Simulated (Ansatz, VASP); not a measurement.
**One calculation of TiC, two programs**

```
Ti C
1.0
     0.00000    2.16400    2.16400
     2.16400    0.00000    2.16400
     2.16400    2.16400    0.00000
Ti C
1 1
Direct
  0.00000 0.00000 0.00000
  0.50000 0.50000 0.50000
```

Alike in both runs: task electric field gradients; functional PBEsol; k mesh 14 × 14 × 14; occupations fermi-dirac, width 0.03 eV; no spin polarisation.

```csv
,VASP,Ansatz
version,VASP 6.6.1,Ansatz 0.2.0
potentials or method,"VASP PAW PBE potentials, release 64 (Ti_sv, C)","PAW with Ansatz's default frozen-core files, scalar-relativistic"
plane-wave cutoff (eV),520,420
valence electrons in the cell,16,16
```

Ansatz gave:

| Item | Value |
| --- | --- |
| pressure (GPa) | -6.2 |

**Question.** Which values does VASP return?

**Answer.** Pressure (GPa): -5.9.

VASP's potentials were made for PBE, not for PBEsol. The functional is the same, so the differences come from potentials, cutoffs and numerics.
